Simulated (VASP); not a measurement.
# MoS2 in VASP: single point with PBEsol

Aim: the single point of MoS2 with PBEsol.

All numbers are computed with VASP 6.6.1; they aren't measurements. Logs are shortened: lines on timing, memory, paths and dates and some standing lists are left out, and cuts for length are marked.

### Step 1. The cell of the first run

The cell holds a slab with vacuum, 6 atoms: a = 3.185 Å, b = 3.185 Å, c = 21.671 Å, α = 90.00°, β = 90.00°, γ = 120.00°.

### Step 2. Single point, PBEsol

The input, INCAR:

```
ALGO = Normal ; EDIFF = 1E-7
ENCUT = 520 ; GGA = PS
ISIF = 2 ; ISMEAR = 1
LASPH = T ; LCHARG = F
LREAL = F ; LWAVE = F
NBANDS = 35 ; NELM = 100
PREC = Accurate ; SIGMA = 0.05
```

The input, KPOINTS:

```
k-points
0
Gamma
  8 8 1
```

The input, POSCAR:

```
MoS2
1.0
    3.1845414600      0.0000000000      0.0000000000
   -1.5922707300      2.7578938000      0.0000000000
    0.0000000000      0.0000000000     21.6705347200
Mo S
2 4
Direct
    0.6666666667      0.3333333333      0.1488397700
    0.3333333333      0.6666666667      0.8511602300
    0.3333333333      0.6666666667      0.2203746100
    0.6666666667      0.3333333333      0.9227490000
    0.3333333333      0.6666666667      0.0772510000
    0.6666666667      0.3333333333      0.7796253900
```

Potentials or basis: VASP PAW PBE potentials, release 64 (Mo_sv, S).

Started as:

```
> cat potpaw_PBE.64/Mo_sv/POTCAR potpaw_PBE.64/S/POTCAR > POTCAR
> mpirun -np 1 vasp_std > vasp.out
```

OUTCAR:

```text
EDIFF = 1E-7
   ENCUT = 520
   GGA = PS
   ISIF = 2
   ISMEAR = 1
   LASPH = T
   LREAL = F
   NELM = 100
   PREC = Accurate

 ion  position               nearest neighbor table
   1  0.667  0.333  0.149-   3 2.40   3 2.40   3 2.40   5 2.41   5 2.41   5 2.41
   2  0.333  0.667  0.851-   6 2.40   6 2.40   6 2.40   4 2.41   4 2.41   4 2.41
   3  0.333  0.667  0.220-   1 2.40   1 2.40   1 2.40
   4  0.667  0.333  0.923-   2 2.41   2 2.41   2 2.41
   5  0.333  0.667  0.077-   1 2.41   1 2.41   1 2.41
   6  0.667  0.333  0.780-   2 2.40   2 2.40   2 2.40

  LATTYP: Found a hexagonal cell.
 ALAT       =     3.1845414600
 C/A-ratio  =     6.8049152420

  Lattice vectors:

 A1 = (   3.1845414600,   0.0000000000,   0.0000000000)
 A2 = (  -1.5922707300,   2.7578938000,   0.0000000000)
 A3 = (   0.0000000000,   0.0000000000,  21.6705347200)

Analysis of symmetry for initial positions (statically):
=====================================================================
 Subroutine PRICEL returns:
 Original cell was already a primitive cell.

 Routine SETGRP: Setting up the symmetry group for a
 hexagonal supercell.

 Subroutine GETGRP returns: Found 12 space group operations
 (whereof 12 operations were pure point group operations)
 out of a pool of 24 trial point group operations.

The static configuration has the point symmetry D_3d.

Analysis of symmetry for dynamics (positions and initial velocities):
=====================================================================
 Subroutine PRICEL returns:
 Original cell was already a primitive cell.

 Routine SETGRP: Setting up the symmetry group for a
 hexagonal supercell.

 Subroutine GETGRP returns: Found 12 space group operations
 (whereof 12 operations were pure point group operations)
 out of a pool of 24 trial point group operations.

The dynamic configuration has the point symmetry D_3d.

 Subroutine INISYM returns: Found 12 space group operations
 (whereof 12 operations are pure point group operations),
 and found     1 'primitive' translations

----------------------------------------------------------------------------------------

                                     Primitive cell

  volume of cell :     190.3242

  direct lattice vectors                    reciprocal lattice vectors
     3.184541460  0.000000000  0.000000000     0.314016951  0.181297772  0.000000000
    -1.592270730  2.757893800  0.000000000     0.000000000  0.362595543  0.000000000
     0.000000000  0.000000000 21.670534720     0.000000000  0.000000000  0.046145608

  length of vectors
     3.184541460  3.184541457 21.670534720     0.362595543  0.362595543  0.046145608

  position of ions in fractional coordinates (direct lattice)
     0.666666667  0.333333333  0.148839770
     0.333333333  0.666666667  0.851160230
     0.333333333  0.666666667  0.220374610
     0.666666667  0.333333333  0.922749000
     0.333333333  0.666666667  0.077251000
     0.666666667  0.333333333  0.779625390

  ion indices of the primitive-cell ions
   primitive index   ion index
                 1           1
                 2           2
                 3           3
                 4           4
                 5           5
                 6           6

----------------------------------------------------------------------------------------

 KPOINTS: k-points

Automatic generation of k-mesh.
 Grid dimensions read from file:
 generate k-points for:    8    8    1

 Generating k-lattice:

  Cartesian coordinates                     Fractional coordinates (reciprocal lattice)
     0.039252119  0.022662221  0.000000000     0.125000000  0.000000000  0.000000000
     0.000000000  0.045324443  0.000000000     0.000000000  0.125000000  0.000000000
     0.000000000  0.000000000  0.046145608     0.000000000  0.000000000  1.000000000

  Length of vectors
     0.045324443  0.045324443  0.046145608

  Shift w.r.t. Gamma in fractional coordinates (k-lattice)
     0.000000000  0.000000000  0.000000000

 Subroutine IBZKPT returns following result:
 ===========================================

 Found     10 irreducible k-points:

 Following reciprocal coordinates:
            Coordinates               Weight
  0.000000  0.000000  0.000000      1.000000
  0.125000  0.000000  0.000000      6.000000
  0.250000  0.000000  0.000000      6.000000
  0.375000  0.000000  0.000000      6.000000
  0.500000  0.000000  0.000000      3.000000
  0.125000  0.125000  0.000000      6.000000
  0.250000  0.125000  0.000000     12.000000
  0.375000  0.125000  0.000000     12.000000
  0.250000  0.250000  0.000000      6.000000
  0.375000  0.250000  0.000000      6.000000
   k-points           NKPTS =     10   k-points in BZ     NKDIM =     10   number of bands    NBANDS=     35
   number of dos      NEDOS =    301   number of ions     NIONS =      6
   total plane-waves  NPLWV =  93312
   dimension x,y,z NGX =    24 NGY =   24 NGZ =  162
   dimension x,y,z NGXF=    48 NGYF=   48 NGZF=  324
   ions per type =               2   4
   NGX,Y,Z   is equivalent  to a cutoff of  12.53, 12.53, 12.43 a.u.
   NGXF,Y,Z  is equivalent  to a cutoff of  25.06, 25.06, 24.86 a.u.
 SYSTEM =  unknown system
   PREC   = accura    normal or accurate (medium, high low for compatibility)
   ISTART =      0    job   : 0-new  1-cont  2-samecut
   ICHARG =      2    charge: 1-file 2-atom 10-const
   ISPIN  =      1    spin polarized calculation?
   LNONCOLLINEAR =      F non collinear calculations
   LSORBIT =      F    spin-orbit coupling
   LASPH  =      T    aspherical Exc in radial PAW
   ENCUT  =  520.0 eV  38.22 Ry    6.18 a.u.   5.92  5.92 40.29*2*pi/ulx,y,z
   NELM   =    100;   NELMIN=  2; NELMDL= -5     # of ELM steps
   EDIFF  = 0.1E-06   stopping-criterion for ELM
   LREAL  =      F    real-space projection
   EDIFFG = 0.1E-05   stopping-criterion for IOM
   NSW    =      0    number of steps for IOM
   IBRION =     -1    ionic relax: 0-MD 1-quasi-New 2-CG
   NFREE  =      0    steps in history (QN), initial steepest desc. (CG)
   ISIF   =      2    stress and relaxation
   ISYM   =      2    0-nonsym 1-usesym 2-fastsym
   POTIM  = 0.5000    time-step for ionic-motion
   TEBEG  =    0.0;   TEEND  =   0.0 temperature during run
   PSTRESS=    0.0 pullay stress
   NELECT =      52.0000    total number of electrons
   NUPDOWN=      -1.0000    fix difference up-down
   EMIN   =  10.00;   EMAX   =-10.00  energy-range for DOS
   EFERMI =   0.00;   METHOD = LEGACY
   ISMEAR =     1;   SIGMA  =   0.05  broadening in eV -4-tet -1-fermi 0-gaus
   EFERMI_NEDOS =   21; number of points for ismear=-14 and -15
   IALGO  =     38    algorithm
   IMIX   =      4    mixing-type and parameters
     AMIX     =   0.40;   BMIX     =  1.00
     AMIX_MAG =   1.60;   BMIX_MAG =  1.00
  volume/ion in A,a.u.               =      31.72       214.06
  Fermi-wavevector in a.u.,A,eV,Ry     =   1.062294  2.007444 15.353737  1.128468
  Thomas-Fermi vector in A             =   2.197739
   LORBIT       =      0    0 simple, 1 ext, 2 COOP (PROOUT), +10 PAW based schemes
   GGA     = PS    functional components
   LHFCALC =     F    Hartree Fock is set to
   AEXX    =    0.0000 exact exchange contribution
   IVDW    =     0    specifies the selected vdW correction
   LEPSILON=     F    determine dielectric tensor
   LRPA    =     F    only Hartree local field effects (RPA)
 non-spin polarized calculation
 Methfessel and Paxton  Order N= 1 SIGMA  =   0.05
  energy-cutoff  :      520.00
  volume of cell :      190.32
 maximum number of plane-waves:      5164
 NGX is ok and might be reduce to    24
   NGX = 11   NGY = 11   NGZ = 81

 number of electron      51.9999999 magnetization

 Free energy of the ion-electron system (eV)
  ---------------------------------------------------
  ext. energy  EPLUGINS =         0.00000000
  ---------------------------------------------------
  free energy    TOTEN  =       -46.83976861 eV

  energy without entropy =      -46.83981390  energy(sigma->0) =      -46.83978371

 E-fermi :   1.6106     XC(G=0):  -6.6764

 val. band max:        1.5685463040   @ k =   0.0000   0.0000   0.0000
 cond. band min:       3.0051385670   @ k =   0.3750   0.2500   0.0000
 fundamental gap:      1.4365922631
 Fermi energy:         1.6106404146

 k-point     1 :       0.0000    0.0000    0.0000
  band No.  band energies     occupation
      1     -59.5642      2.00000
      2     -59.5641      2.00000
      3     -33.7434      2.00000
      4     -33.7434      2.00000
      5     -33.5334      2.00000
      6     -33.5334      2.00000
[... 27 lines left out ...]
     34       4.2770      0.00000
     35       6.6545      0.00000

 k-point     2 :       0.1250    0.0000    0.0000
  band No.  band energies     occupation
      1     -59.5586      2.00000
      2     -59.5586      2.00000
      3     -33.7324      2.00000
      4     -33.7324      2.00000
      5     -33.5899      2.00000
      6     -33.5899      2.00000
[... 27 lines left out ...]
     34       4.3573      0.00000
     35       7.0033      0.00000

 k-point     3 :       0.2500    0.0000    0.0000
  band No.  band energies     occupation
      1     -59.5453      2.00000
      2     -59.5453      2.00000
      3     -33.7241      2.00000
      4     -33.7241      2.00000
      5     -33.7056      2.00000
      6     -33.7056      2.00000
[... 27 lines left out ...]
     34       5.0436      0.00000
     35       7.8429      0.00000
[... 191 lines left out ...]
 k-point     9 :       0.2500    0.2500    0.0000
  band No.  band energies     occupation
      1     -59.5263      2.00000
      2     -59.5263      2.00000
      3     -33.8403      2.00000
      4     -33.8403      2.00000
      5     -33.6919      2.00000
      6     -33.6919      2.00000
[... 27 lines left out ...]
     34       5.9708      0.00000
     35       8.7400      0.00000

 k-point    10 :       0.3750    0.2500    0.0000
  band No.  band energies     occupation
      1     -59.5224      2.00000
      2     -59.5224      2.00000
      3     -33.8449      2.00000
      4     -33.8449      2.00000
      5     -33.7351      2.00000
      6     -33.7351      2.00000
[... 27 lines left out ...]
     34       6.0485      0.00000
     35       7.9869      0.00000

------------------------ aborting loop because EDIFF is reached ----------------------------------------

  FORCE on cell =-STRESS in cart. coord.  units (eV):
  Direction    XX          YY          ZZ          XY          YZ          ZX
  --------------------------------------------------------------------------------------
  -------------------------------------------------------------------------------------
  Total       -2.8043115     -2.8043115     -0.9434336     -0.0000000      0.0000000      0.0000000
  in kB      -23.6071065    -23.6071064     -7.9419629     -0.0000000      0.0000000      0.0000000
  external PRESSURE =     -18.3853919 kB  Pullay stress =       0.0000000 kB

 VOLUME and BASIS-vectors are now :
 -----------------------------------------------------------------------------
  energy-cutoff  :      520.00
  volume of cell :      190.32
      direct lattice vectors                 reciprocal lattice vectors
     3.184541460  0.000000000  0.000000000     0.314016951  0.181297772  0.000000000
    -1.592270730  2.757893800  0.000000000     0.000000000  0.362595543  0.000000000
     0.000000000  0.000000000 21.670534720     0.000000000  0.000000000  0.046145608

 POSITION                                       TOTAL-FORCE (eV/Angst)
 -----------------------------------------------------------------------------------
      1.59227      0.91930      3.22544         0.000000      0.000000     -0.005668
     -0.00000      1.83860     18.44510        -0.000000     -0.000000      0.005668
     -0.00000      1.83860      4.77564         0.000000     -0.000000     -0.130163
      1.59227      0.91930     19.99646        -0.000000      0.000000     -0.114680
     -0.00000      1.83860      1.67407         0.000000     -0.000000      0.114680
      1.59227      0.91930     16.89490         0.000000     -0.000000      0.130163
 -----------------------------------------------------------------------------------
    total drift:                                0.000000     -0.000000      0.000000

  FREE ENERGIE OF THE ION-ELECTRON SYSTEM (eV)
  ---------------------------------------------------
  free  energy   TOTEN  =       -46.8397686082 eV

  energy  without entropy=      -46.8398139043  energy(sigma->0) =      -46.83978371
```

It took 70 s on 1 thread of Intel Xeon Platinum 8488C (Sapphire Rapids), shared host; peak memory 0.3 GiB.

What came out:

- Free energy: -46.8398 eV
- Largest force: 0.130 eV/Å
- Band gap on the k mesh: 1.44 eV, indirect (least direct gap 1.95 eV)

Forces in eV/Å, atoms in the order of the input:
```
Mo   0.000  0.000 -0.006
Mo   0.000  0.000  0.006
S    0.000  0.000 -0.130
S    0.000  0.000 -0.115
S    0.000  0.000  0.115
S    0.000  0.000  0.130
```

Caveat: the PAW data sets were made with another functional, which shifts forces and pressure a little.
